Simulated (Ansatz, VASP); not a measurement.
# Al2Cu: VASP beside Ansatz

The input INCAR:

```
PREC     = Accurate       # precision mode
ENCUT    = 520            # plane-wave cutoff, eV
EDIFF    = 1E-6           # SCF threshold, eV
ISMEAR   = 0              # smearing method
SIGMA    = 0.15           # smearing width, eV
LREAL    = F              # projectors in reciprocal space
LASPH    = T              # aspherical terms in the spheres
NELM     = 80             # most SCF steps
ALGO     = Fast           # electronic algorithm
ISIF     = 2              # what is computed and relaxed
LWAVE    = F              # write WAVECAR
LCHARG   = F              # write CHGCAR
GGA      = PS             # functional
NBANDS   = 36             # bands
```

The input KPOINTS:

```
regular mesh
0
Gamma
  11 16 4
```

Contents of POSCAR:

```
Al2Cu
1.0
    0.0000000000     -4.0841721958      0.0000000000
    0.0000000000      0.0000000000     -2.8463947559
   12.2525165873      0.0000000000      0.0000000000
Al Cu
6 3
Direct
    0.0000000000      0.5000000000      0.1666666667
    0.0000000000      0.5000000000      0.5000000000
    0.0000000000      0.5000000000      0.8333333333
    0.5000000000      0.5000000000      0.0000000000
    0.5000000000      0.5000000000      0.3333333333
    0.5000000000      0.5000000000      0.6666666667
    1.0000000000      0.0000000000      0.3333333333
    1.0000000000      0.0000000000      0.6666666667
    1.0000000000      0.0000000000      0.0000000000
```

Input for Ansatz:

```yaml
crystal:
  lattice:
    - [0.0, -4.0841721958, 0.0]
    - [0.0, 0.0, -2.8463947559]
    - [12.2525165873, 0.0, 0.0]
  atoms:
    - { symbol: Al, position: [0.0, 0.5, 0.1666666667] }
    - { symbol: Al, position: [0.0, 0.5, 0.5] }
    - { symbol: Al, position: [0.0, 0.5, 0.8333333333] }
    - { symbol: Al, position: [0.5, 0.5, 0.0] }
    - { symbol: Al, position: [0.5, 0.5, 0.3333333333] }
    - { symbol: Al, position: [0.5, 0.5, 0.6666666667] }
    - { symbol: Cu, position: [1.0, 0.0, 0.3333333333] }
    - { symbol: Cu, position: [1.0, 0.0, 0.6666666667] }
    - { symbol: Cu, position: [1.0, 0.0, 0.0] }
basis:
  ecutwfc: 420
kpoints:
  mp_grid: { grid: [11, 16, 4] }
hamiltonian:
  xc: pbesol
scf:
  occupations: { method: gaussian, width: 0.15 }
output:
  forces: true
  stress: true
  eigenvalues: true
```

Alike in both runs: task single point; functional PBEsol; k mesh 11 × 16 × 4; occupations gaussian, width 0.15 eV; no spin polarisation.

|  | VASP | Ansatz |
| --- | --- | --- |
| version | VASP 6.6.1 | Ansatz 0.2.0 |
| potentials or method | VASP PAW PBE potentials, release 64 (Al, Cu), cutoff 520 eV | scalar-relativistic, plane waves, PAW |
| valence electrons in the cell | 51 | 75 |

|  | VASP | Ansatz | Ansatz less VASP |
| --- | --- | --- | --- |
| gap on the k mesh at the Fermi level (eV) | none | none | - |
| pressure (GPa) | 0.4 | 0.0 | -0.33 |
| traceless stress, the component that is largest in VASP (GPa) | -0.39 | -0.40 | -0.003 |

VASP's potentials were made for PBE, not for PBEsol. A gap of «none» marks a metal or a gap that the smearing closes. VASP's potentials hold 51 valence electrons a cell and Ansatz's 75, so a difference there can come from the potentials and not from the codes.
